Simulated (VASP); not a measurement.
Crystal: Be.

```
CELL_PARAMETERS angstrom
0.00000 1.77176 1.77176
1.77176 0.00000 1.77176
1.77176 1.77176 0.00000
ATOMIC_POSITIONS crystal
Be 0.00000 0.00000 0.00000
```

| Quantity | Value |
| --- | --- |
| Program | VASP 6.6.1 |
| Task | relaxation of cell and atoms |
| Functional | PBE |
| Potentials or basis | VASP PAW PBE potentials, release 64 (Be) |
| Cutoff | 600 eV |
| k mesh | 20 × 20 × 20 |
| Occupations | fermi-dirac, width 0.08 eV |
| Spin | no spin polarisation |

At the start: pressure -22.9 GPa; volume 11.12 Å³/atom.

Question: Where does the relaxation end?

Answer: Over 17 steps the energy falls by 296.3 meV/atom and the volume is 7.88 Å³/atom (-29.2 %); space group Fm-3m (No. 225, to 0.05 Å).

Step by step:
```
step  energy change (eV)  largest force (eV/Å)  pressure (GPa)  volume (Å³)
   1              0.0000                0.0000          -22.86        11.12
   2             -0.2653                0.0000          -10.44         8.76
   3             -0.2954                0.0000           -2.01         8.02
   4             -0.2963                0.0000            0.22         7.87
   5             -0.2962                0.0000           -0.65         7.92
   6             -0.2962                0.0000           -0.64         7.92
   7             -0.2962                0.0000           -0.60         7.92
   8             -0.2962                0.0000           -0.60         7.92
   9             -0.2962                0.0000           -0.60         7.92
  10             -0.2962                0.0000           -0.60         7.92
  11             -0.2962                0.0000           -0.59         7.92
  12             -0.2962                0.0000           -0.58         7.92
  13             -0.2962                0.0000           -0.56         7.92
  14             -0.2962                0.0000           -0.52         7.92
  15             -0.2962                0.0000           -0.44         7.91
  16             -0.2963                0.0000           -0.28         7.90
  17             -0.2963                0.0000            0.05         7.88
```

Final structure:
```
Be
1.0
     0.00000    1.57922    1.57922
     1.57922    0.00000    1.57922
     1.57922    1.57922    0.00000
Be
1
Direct
  0.00000 0.00000 0.00000
```

Caveat: the volume moved by over 15 % at a fixed basis, so the end points are rough.
